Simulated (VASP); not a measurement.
Input of a VASP 6.6.1 run:

File INCAR:

```
  PREC = Accurate
  ENCUT = 520
  EDIFF = 1E-7
  ISMEAR = 0
  SIGMA = 0.05
  LREAL = F
  LASPH = T
  NELM = 150
  ALGO = Normal
  ISIF = 2
  LWAVE = F
  LCHARG = F
  ISPIN = 2
  MAGMOM = 0.91 0
  LORBIT = 11
  LMAXMIX = 4
  GGA = PE
  NBANDS = 21
```

File KPOINTS:

```
regular mesh
0
Gamma
  10 10 10
```

The input POSCAR:

```
MoSe
1.0
    0.0053374241      2.8965170729      2.8525227664
    2.8517717396      0.0167011819      2.8411590086
    2.8210117074      2.8543932830      0.0474612141
Mo Se
1 1
Direct
   -0.0059321946      0.0075331857      0.0276058631
    0.2559321946      0.2424668143      0.2223941369
```

Potentials or basis: VASP PAW PBE potentials, release 64 (Mo_sv, Se).

Command:

```sh
$ cat potpaw_PBE.64/Mo_sv/POTCAR potpaw_PBE.64/Se/POTCAR > POTCAR
$ mpirun -np 1 vasp_std > vasp.out
```

Task: What does it give for the net moment?

Result: 0.35 μB per cell.

Task: What does it give for the pressure?

Result: 0.0 GPa.

Task: Estimate the largest force.

Result: 2.312 eV/Å.

Stress tensor (GPa, compression positive):
```
-0.52  3.36  6.68
 3.36  0.29  9.85
 6.68  9.85  0.18
```

Caveat: the cell differs from its parent crystal (atoms moved at random and the cell strained at random); a moment this small can come from the mesh or the smearing; forces of over 1 eV/Å act on the atoms, so gaps and moduli don't describe the material at rest.
